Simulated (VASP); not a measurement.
Set up this calculation in VASP 6.6.1, as the native input.

```yaml
Task: single point
Functional: PBE
Dispersion: D3(BJ)
Potentials_or_basis: VASP PAW PBE potentials, release 64 (O, C)
Cutoff: 520 eV
k_mesh: 1 × 1 × 1
Occupations: fermi-dirac, width 0.02 eV
Spin: no spin polarisation
Dipole_correction: no
Further_INCAR_settings: LREAL = Auto; ALGO = Normal; EDIFF = 1e-07; NBANDS = 54
```

The structure of CO lies in POSCAR:

```
CO
1.0
    7.7417530000      0.0000000000      0.0000000000
    0.0000000000      7.7417530000      0.0000000000
    0.0000000000      0.0000000000      7.7417530000
O C
8 8
Direct
    0.3600605703      0.5838729290      0.0386088267
    1.0776887354      0.7970546206      0.6846253039
    0.2693575990     -0.0353020821      0.2050569167
    0.0567700881      0.2392610562      0.7232857984
    0.6970772640     -0.0563179941      0.3685857712
    0.7108984231      0.0703458248      0.9001191332
    1.0286042451      0.5335354925      0.2018664248
    0.4242966677      0.6731550335      0.4508797943
    0.4977942334      0.6454997983      0.0167662285
    1.2023762577      0.7967962812      0.7576191077
    0.2026801940      0.0916071593      0.1668872670
    0.1950333471      0.2328800725      0.6929309163
    0.7858814405      0.0473148653      0.4218553601
    0.7278196553      0.2205831160      0.8811570196
    0.9115894036      0.5244031940      0.1273225844
    0.3670615686      0.5441532428      0.4137176683
```

The input as run:

INCAR

```
  PREC = Accurate
  ENCUT = 520
  EDIFF = 1E-7
  ISMEAR = -1
  SIGMA = 0.02
  LREAL = Auto
  LASPH = True
  NELM = 80
  ALGO = Normal
  ISIF = 2
  LWAVE = False
  LCHARG = False
  GGA = PE
  IVDW = 12
  NBANDS = 54
```

KPOINTS

```
Automatic mesh
0
Gamma
  1 1 1
```

Potentials or basis: VASP PAW PBE potentials, release 64 (O, C).

Command:

```bash
$ cat potpaw_PBE.64/O/POTCAR potpaw_PBE.64/C/POTCAR > POTCAR
$ mpirun -np 1 vasp_gam > vasp.out
```

Results of the run:

```
Pressure                   : 1.8 GPa
Largest force              : 9.629 eV/Å
Dispersion energy per atom : -0.045 eV
```

Caveat: the k points lie up to 0.81 Å⁻¹ apart.

Run time: 84 s on 1 thread of Intel Xeon 8259CL, with other jobs on the host, peak memory 0.43 GiB.
